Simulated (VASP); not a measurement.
Write the native input for VASP 6.6.1 that does the following.

```yaml
Task: single point
Functional: PBE
Potentials_or_basis: VASP PAW PBE potentials, release 64 (Sr_sv, Y_sv)
Cutoff: 520 eV
k_mesh: 9 × 9 × 1
Occupations: fermi-dirac, width 0.05 eV
Spin: no spin polarisation
Dipole_correction: yes
Further_INCAR_settings: ALGO = Normal; EDIFF = 1e-07; NBANDS = 40
```

The structure of Sr5Y lies in POSCAR:

```
Sr5Y
1.0
    4.2697043870      0.0000000000      0.0000000000
    0.0000000000      4.2697043870      0.0000000000
    0.0000000000      0.0000000000     35.0957000000
Sr Y
5 1
Direct
    0.2500000000      0.2500000000      0.2874821881
    0.7500000000      0.7500000000      0.3716427093
    0.7500000000      0.7500000000      0.5428144995
    0.2500000000      0.2500000000      0.6283572617
    0.7500000000      0.7500000000      0.7125178059
    0.2500000000      0.2500000000      0.4571855354
```

The input as run:

INCAR

```
  PREC = Accurate
  ENCUT = 520
  EDIFF = 1E-7
  ISMEAR = -1
  SIGMA = 0.05
  LREAL = F
  LASPH = T
  NELM = 100
  ALGO = Normal
  ISIF = 2
  LWAVE = F
  LCHARG = F
  LDIPOL = T
  IDIPOL = 3
  DIPOL = 0.5 0.5 0.500
  GGA = PE
  NBANDS = 40
```

KPOINTS

```
regular mesh
0
Gamma
  9 9 1
```

Potentials or basis: VASP PAW PBE potentials, release 64 (Sr_sv, Y_sv).

Launch:

```console
$ cat potpaw_PBE.64/Sr_sv/POTCAR potpaw_PBE.64/Y_sv/POTCAR > POTCAR
$ mpirun -np 1 vasp_std > vasp.out
```

Results of the run:

```yaml
Largest_force: 0.519 eV/Å
Band_gap_on_the_k_mesh: zero (an odd number of electrons rules out a gap without spin polarisation)
```

Wall time 34 min on 1 thread of Intel(R) Xeon(R) Platinum 8259CL CPU @ 2.50GHz (Skylake/Cascade Lake) (shared host), peak memory 0.81 GiB.
